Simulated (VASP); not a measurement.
The system is GaGe3.

```
Ge Ga
1.0
     0.00000    3.40960    3.40960
     3.40960    0.00000    3.40960
     3.40960    3.40960    0.00000
Ge Ga
3 1
Direct
  0.50000 0.50000 0.50000
  0.75000 0.75000 0.75000
  0.25000 0.25000 0.25000
  0.00000 0.00000 0.00000
```

Base run:

```yaml
Program: VASP 6.6.1
Functional: PBE
Potentials_or_basis: VASP PAW PBE potentials, release 64 (Ge_d, Ga_d)
Cutoff: 520 eV
k_mesh: 7 × 7 × 7
Occupations: fermi-dirac, width 0.05 eV
Spin: no spin polarisation
```

Its results: pressure -1.5 GPa.

Problem. The run is repeated on the same cell with these changes: functional from PBE to r2SCAN. What comes out?

Solution. Pressure -3.7 GPa.

Caveats: the PAW data sets were made with another functional, which shifts forces and pressure a little (some runs).
